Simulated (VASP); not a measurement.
# OsO3 (Im-3m) in VASP: notebook

OsO3 is run at these levels: PBE; tasks: single point, relaxation of cell and atoms.

All numbers are computed with VASP 6.6.1; they aren't measurements. Logs are shortened: lines on timing, memory, paths and dates and some standing lists are left out, and cuts for length are marked.

**1. The cell of the first run**

Symmetry: Im-3m, No. 229, cubic system. The conventional cell has a = 4.155 Å, b = 4.155 Å, c = 4.155 Å, α = 90.00°, β = 90.00°, γ = 90.00°. Os (site symmetry m-3m) has 6 O at 2.08 Å within 2.8 Å. O (site symmetry 4/mmm) has 2 Os at 2.08 Å and 4 O at 2.08 Å within 2.8 Å.

**2. Single point, PBE**

INCAR

```
PREC = Accurate ; ENCUT = 520
EDIFF = 1E-6 ; ISMEAR = 0
SIGMA = 0.1 ; LREAL = False
LASPH = True ; NELM = 100
ALGO = Normal ; ISIF = 2
LWAVE = False ; LCHARG = False
GGA = PE ; NBANDS = 21
```

KPOINTS

```
Automatic mesh
0
Gamma
  16 16 16
```

POSCAR

```
OsO3
1.0
   -2.0776542830      2.0776542830      2.0776542830
    2.0776542830     -2.0776542830      2.0776542830
    2.0776542830      2.0776542830     -2.0776542830
Os O
1 3
Direct
    0.0000000000      0.0000000000      0.0000000000
    0.0000000000      0.5000000000      0.5000000000
    0.5000000000      0.0000000000      0.5000000000
    0.5000000000      0.5000000000      0.0000000000
```

Potentials or basis: VASP PAW PBE potentials, release 64 (Os, O).

Command:

```bash
> cat potpaw_PBE.64/Os/POTCAR potpaw_PBE.64/O/POTCAR > POTCAR
> mpirun -np 1 vasp_std > vasp.out
```

OUTCAR:

```text
PREC = Accurate
   ENCUT = 520
   EDIFF = 1E-6
   ISMEAR = 0
   LREAL = False
   LASPH = True
   NELM = 100
   ISIF = 2
   GGA = PE

 ion  position               nearest neighbor table
   1  0.000  0.000  0.000-   2 2.08   3 2.08   4 2.08   2 2.08   3 2.08   4 2.08
   2  0.000  0.500  0.500-   1 2.08   1 2.08
   3  0.500  0.000  0.500-   1 2.08   1 2.08
   4  0.500  0.500  0.000-   1 2.08   1 2.08

  LATTYP: Found a body centered cubic cell.
 ALAT       =     4.1553085660

  Lattice vectors:

 A1 = (  -2.0776542830,   2.0776542830,   2.0776542830)
 A2 = (   2.0776542830,  -2.0776542830,   2.0776542830)
 A3 = (   2.0776542830,   2.0776542830,  -2.0776542830)

Analysis of symmetry for initial positions (statically):
=====================================================================
 Subroutine PRICEL returns:
 Original cell was already a primitive cell.

 Routine SETGRP: Setting up the symmetry group for a
 body centered cubic supercell.

 Subroutine GETGRP returns: Found 48 space group operations
 (whereof 48 operations were pure point group operations)
 out of a pool of 48 trial point group operations.

The static configuration has the point symmetry O_h .

Analysis of symmetry for dynamics (positions and initial velocities):
=====================================================================
 Subroutine PRICEL returns:
 Original cell was already a primitive cell.

 Routine SETGRP: Setting up the symmetry group for a
 body centered cubic supercell.

 Subroutine GETGRP returns: Found 48 space group operations
 (whereof 48 operations were pure point group operations)
 out of a pool of 48 trial point group operations.

The dynamic configuration has the point symmetry O_h .

 Subroutine INISYM returns: Found 48 space group operations
 (whereof 48 operations are pure point group operations),
 and found     1 'primitive' translations

----------------------------------------------------------------------------------------

                                     Primitive cell

  volume of cell :      35.8740

  direct lattice vectors                    reciprocal lattice vectors
    -2.077654283  2.077654283  2.077654283     0.000000000  0.240656015  0.240656015
     2.077654283 -2.077654283  2.077654283     0.240656015  0.000000000  0.240656015
     2.077654283  2.077654283 -2.077654283     0.240656015  0.240656015  0.000000000

  length of vectors
     3.598602779  3.598602779  3.598602779     0.340339000  0.340339000  0.340339000

  position of ions in fractional coordinates (direct lattice)
     0.000000000  0.000000000  0.000000000
     0.000000000  0.500000000  0.500000000
     0.500000000  0.000000000  0.500000000
     0.500000000  0.500000000  0.000000000

  ion indices of the primitive-cell ions
   primitive index   ion index
                 1           1
                 2           2
                 3           3
                 4           4

----------------------------------------------------------------------------------------

 KPOINTS: Automatic mesh

Automatic generation of k-mesh.
 Grid dimensions read from file:
 generate k-points for:   16   16   16

 Generating k-lattice:

  Cartesian coordinates                     Fractional coordinates (reciprocal lattice)
     0.000000000  0.015041001  0.015041001     0.062500000  0.000000000  0.000000000
     0.015041001  0.000000000  0.015041001     0.000000000  0.062500000  0.000000000
     0.015041001  0.015041001  0.000000000     0.000000000  0.000000000  0.062500000

  Length of vectors
     0.021271188  0.021271188  0.021271188

  Shift w.r.t. Gamma in fractional coordinates (k-lattice)
     0.000000000  0.000000000  0.000000000

 Subroutine IBZKPT returns following result:
 ===========================================

 Found    145 irreducible k-points:

 Following reciprocal coordinates:
            Coordinates               Weight
  0.000000  0.000000  0.000000      1.000000
  0.062500  0.000000  0.000000     12.000000
  0.125000  0.000000  0.000000     12.000000
  0.187500  0.000000  0.000000     12.000000
  0.250000  0.000000  0.000000     12.000000
  0.312500  0.000000  0.000000     12.000000
[... 16 lines left out ...]
  0.187500  0.187500  0.000000     24.000000
  0.250000  0.187500  0.000000     48.000000
 [... further k-points ...]
   k-points           NKPTS =    145   k-points in BZ     NKDIM =    145   number of bands    NBANDS=     21
   number of dos      NEDOS =    301   number of ions     NIONS =      4
   total plane-waves  NPLWV =  21952
   dimension x,y,z NGX =    28 NGY =   28 NGZ =   28
   dimension x,y,z NGXF=    56 NGYF=   56 NGZF=   56
   ions per type =               1   3
   NGX,Y,Z   is equivalent  to a cutoff of  12.94, 12.94, 12.94 a.u.
   NGXF,Y,Z  is equivalent  to a cutoff of  25.87, 25.87, 25.87 a.u.
 SYSTEM =  unknown system
   PREC   = accura    normal or accurate (medium, high low for compatibility)
   ISTART =      0    job   : 0-new  1-cont  2-samecut
   ICHARG =      2    charge: 1-file 2-atom 10-const
   ISPIN  =      1    spin polarized calculation?
   LNONCOLLINEAR =      F non collinear calculations
   LSORBIT =      F    spin-orbit coupling
   LASPH  =      T    aspherical Exc in radial PAW
   ENCUT  =  520.0 eV  38.22 Ry    6.18 a.u.   6.69  6.69  6.69*2*pi/ulx,y,z
   NELM   =    100;   NELMIN=  2; NELMDL= -5     # of ELM steps
   EDIFF  = 0.1E-05   stopping-criterion for ELM
   LREAL  =      F    real-space projection
   EDIFFG = 0.1E-04   stopping-criterion for IOM
   NSW    =      0    number of steps for IOM
   IBRION =     -1    ionic relax: 0-MD 1-quasi-New 2-CG
   NFREE  =      0    steps in history (QN), initial steepest desc. (CG)
   ISIF   =      2    stress and relaxation
   ISYM   =      2    0-nonsym 1-usesym 2-fastsym
   POTIM  = 0.5000    time-step for ionic-motion
   TEBEG  =    0.0;   TEEND  =   0.0 temperature during run
   PSTRESS=    0.0 pullay stress
   NELECT =      26.0000    total number of electrons
   NUPDOWN=      -1.0000    fix difference up-down
   EMIN   =  10.00;   EMAX   =-10.00  energy-range for DOS
   EFERMI =   0.00;   METHOD = LEGACY
   ISMEAR =     0;   SIGMA  =   0.10  broadening in eV -4-tet -1-fermi 0-gaus
   EFERMI_NEDOS =   21; number of points for ismear=-14 and -15
   IALGO  =     38    algorithm
   IMIX   =      4    mixing-type and parameters
     AMIX     =   0.40;   BMIX     =  1.00
     AMIX_MAG =   1.60;   BMIX_MAG =  1.00
  volume/ion in A,a.u.               =       8.97        60.52
  Fermi-wavevector in a.u.,A,eV,Ry     =   1.470526  2.778891 29.421868  2.162446
  Thomas-Fermi vector in A             =   2.585772
   LORBIT       =      0    0 simple, 1 ext, 2 COOP (PROOUT), +10 PAW based schemes
   GGA     = PE    functional components
   LHFCALC =     F    Hartree Fock is set to
   AEXX    =    0.0000 exact exchange contribution
   IVDW    =     0    specifies the selected vdW correction
   LEPSILON=     F    determine dielectric tensor
   LRPA    =     F    only Hartree local field effects (RPA)
 non-spin polarized calculation
 Gauss-broadening in eV      SIGMA  =   0.10
  energy-cutoff  :      520.00
  volume of cell :       35.87
 maximum number of plane-waves:       979
   NGX = 13   NGY = 13   NGZ = 13

 number of electron      25.9999980 magnetization

 Free energy of the ion-electron system (eV)
  ---------------------------------------------------
  ext. energy  EPLUGINS =         0.00000000
  ---------------------------------------------------
  free energy    TOTEN  =       -23.85928575 eV

  energy without entropy =      -23.84995643  energy(sigma->0) =      -23.85462109

 E-fermi :   6.8362     XC(G=0): -12.9188

 val. band max:        6.8341992198   @ k =  -0.3125   0.3125   0.3125
 cond. band min:       6.8369469378   @ k =   0.3750   0.1875   0.0625
 fundamental gap:      0.0027477179
 Fermi energy:         6.8362049713

 k-point     1 :       0.0000    0.0000    0.0000
  band No.  band energies     occupation
      1     -15.4973      2.00000
      2     -11.1602      2.00000
      3     -11.1602      2.00000
      4       0.2150      2.00000
      5       0.2150      2.00000
      6       0.2150      2.00000
[... 13 lines left out ...]
     20      22.6519      0.00000
     21      22.6519      0.00000

 k-point     2 :       0.0625    0.0000    0.0000
  band No.  band energies     occupation
      1     -15.4541      2.00000
      2     -11.2033      2.00000
      3     -11.1529      2.00000
      4       0.1266      2.00000
      5       0.1967      2.00000
      6       0.2801      2.00000
[... 13 lines left out ...]
     20      22.2925      0.00000
     21      22.6923      0.00000

 k-point     3 :       0.1250    0.0000    0.0000
  band No.  band energies     occupation
      1     -15.3267      2.00000
      2     -11.3298      2.00000
      3     -11.1317      2.00000
      4      -0.0984      2.00000
      5       0.1543      2.00000
      6       0.4719      2.00000
[... 13 lines left out ...]
     20      21.4597      0.00000
     21      22.8158      0.00000
[... 457 lines left out ...]
 k-point    23 :       0.1875    0.1875    0.0000
  band No.  band energies     occupation
      1     -14.4502      2.00000
      2     -12.0832      2.00000
      3     -11.1111      2.00000
      4      -1.0581      2.00000
      5      -0.3922      2.00000
      6      -0.3675      2.00000
[... 13 lines left out ...]
     20      19.7280      0.00000
     21      21.6725      0.00000

 k-point    24 :       0.2500    0.1875    0.0000
  band No.  band energies     occupation
      1     -14.1257      2.00000
      2     -12.3406      2.00000
      3     -11.1402      2.00000
      4      -1.3535      2.00000
      5      -0.5644      2.00000
      6      -0.4675      2.00000
[... 13 lines left out ...]
     20      19.1028      0.00000
     21      21.2078      0.00000

 [... further k-points ...]

------------------------ aborting loop because EDIFF is reached ----------------------------------------

  FORCE on cell =-STRESS in cart. coord.  units (eV):
  Direction    XX          YY          ZZ          XY          YZ          ZX
  --------------------------------------------------------------------------------------
  -------------------------------------------------------------------------------------
  Total        0.3333330      0.3333330      0.3333330     -0.0000000      0.0000000     -0.0000000
  in kB       14.8870641     14.8870641     14.8870641     -0.0000000      0.0000000     -0.0000000
  external PRESSURE =      14.8870641 kB  Pullay stress =       0.0000000 kB

 VOLUME and BASIS-vectors are now :
 -----------------------------------------------------------------------------
  energy-cutoff  :      520.00
  volume of cell :       35.87
      direct lattice vectors                 reciprocal lattice vectors
    -2.077654283  2.077654283  2.077654283     0.000000000  0.240656015  0.240656015
     2.077654283 -2.077654283  2.077654283     0.240656015  0.000000000  0.240656015
     2.077654283  2.077654283 -2.077654283     0.240656015  0.240656015  0.000000000

 POSITION                                       TOTAL-FORCE (eV/Angst)
 -----------------------------------------------------------------------------------
      0.00000      0.00000      0.00000        -0.000000     -0.000000     -0.000000
      2.07765      0.00000      0.00000        -0.000000      0.000000      0.000000
      0.00000      2.07765      0.00000        -0.000000      0.000000      0.000000
      0.00000      0.00000      2.07765         0.000000     -0.000000     -0.000000
 -----------------------------------------------------------------------------------
    total drift:                                0.000000      0.000000     -0.000000

  FREE ENERGIE OF THE ION-ELECTRON SYSTEM (eV)
  ---------------------------------------------------
  free  energy   TOTEN  =       -23.8592857503 eV

  energy  without entropy=      -23.8499564291  energy(sigma->0) =      -23.85462109
```

Run time: 89 s. Hardware: 1 thread of Intel Xeon Platinum 8488C (Sapphire Rapids), shared host; peak memory 0.23 GiB.

Results:

- Free energy: -23.8593 eV
- Pressure: 1.5 GPa
- Band gap on the k mesh: zero (band 13 reaches 7.60 eV, above the bottom of band 14 at 6.47 eV)

Levels at points of the mesh, in eV from the Fermi level:
```
           k point  band 11  band 12  band 13  band 14  band 15  band 16
(0.00, 0.00, 0.00)    -3.14    -3.14    -0.16    -0.16     0.43     0.43
(0.50, 0.00, 0.00)    -3.00    -1.83    -0.70     0.71     0.89     0.97
(0.50, 0.50, 0.50)    -1.64    -1.64     0.05     0.05     0.49     0.49
```

Caveat: spin-orbit coupling is left out, which moves the levels of the heavy elements.

**3. Relaxation of cell and atoms, PBE**

This run uses another cell than the first one, of 9.00 Å³/atom, 1.003 times its volume.

INCAR

```
SYSTEM = OsO3
  PREC = Accurate
  ENCUT = 600
  EDIFF = 1E-6
  ISMEAR = 0
  SIGMA = 0.1
  LREAL = .FALSE.
  LASPH = .TRUE.
  NELM = 100
  ALGO = Normal
  ISIF = 3
  LWAVE = .FALSE.
  LCHARG = .FALSE.
  GGA = PE
  IBRION = 2
  NSW = 100
  EDIFFG = -0.01
```

KPOINTS

```
Automatic mesh
0
G
  16 16 16
  0 0 0
```

POSCAR

```
OsO3
1.0
   -2.0797089222      2.0797089222      2.0797089222
    2.0797089222     -2.0797089222      2.0797089222
    2.0797089222      2.0797089222     -2.0797089222
Os O
1 3
Direct
    0.0000000000      0.0000000000      0.0000000000
    0.0000000000      0.5000000000      0.5000000000
    0.5000000000      0.0000000000      0.5000000000
    0.5000000000      0.5000000000      0.0000000000
```

Potentials or basis: VASP PAW PBE potentials, release 64 (Os, O).

Command:

```bash
> cat potpaw_PBE.64/Os/POTCAR potpaw_PBE.64/O/POTCAR > POTCAR
> mpirun -np 1 vasp_std > vasp.out
```

It took 3.2 min on 1 thread of Intel Xeon Platinum 8488C (Sapphire Rapids), shared host; peak memory 0.26 GiB.

The run converged. Its results:

```
Free energy                            : -23.8661 eV
Relaxed volume                         : 9.01 Å³/atom
Relaxed cell                           : a = 3.605 Å, b = 3.605 Å, c = 3.605 Å, α = 109.47°, β = 109.47°, γ = 109.47°
Space group after relaxing (to 0.05 Å) : Im-3m (No. 229)
Energy gained by relaxing              : 0.0 meV/atom
Ionic steps                            : 3
Pressure after relaxing                : 0.0 GPa
Band gap on the k mesh                 : zero (band 13 reaches 7.51 eV, above the bottom of band 14 at 6.39 eV)
```

Step by step:
| step | energy change (eV) | largest force (eV/Å) | pressure (GPa) | volume (Å³) |
| --- | --- | --- | --- | --- |
| 1 | 0.0000 | 0.0000 | 0.54 | 35.98 |
| 2 | 0.0000 | 0.0000 | -0.63 | 36.14 |
| 3 | -0.0001 | 0.0000 | 0.00 | 36.05 |

Final structure:
```xyz
4
Lattice="-2.0811 2.0811 2.0811 2.0811 -2.0811 2.0811 2.0811 2.0811 -2.0811" Properties=species:S:1:pos:R:3 pbc="T T T"
Os    0.0000    0.0000    0.0000
O     2.0811    0.0000    0.0000
O     0.0000    2.0811    0.0000
O     0.0000    0.0000    2.0811
```

Levels at points of the mesh, in eV from the Fermi level:
```tsv
k point	band 9	band 10	band 11	band 12	band 13	band 14	band 15	band 16	band 17
(0.00, 0.00, 0.00)	-4.77	-3.11	-3.11	-3.11	-0.17	-0.16	0.43	0.43	0.43
(0.50, 0.00, 0.00)	-3.63	-3.30	-2.98	-1.82	-0.69	0.71	0.87	0.97	4.99
(0.50, 0.50, 0.50)	-3.84	-1.63	-1.63	-1.63	0.05	0.05	0.49	0.49	0.49
```

Caveat: spin-orbit coupling is left out, which moves the levels of the heavy elements.
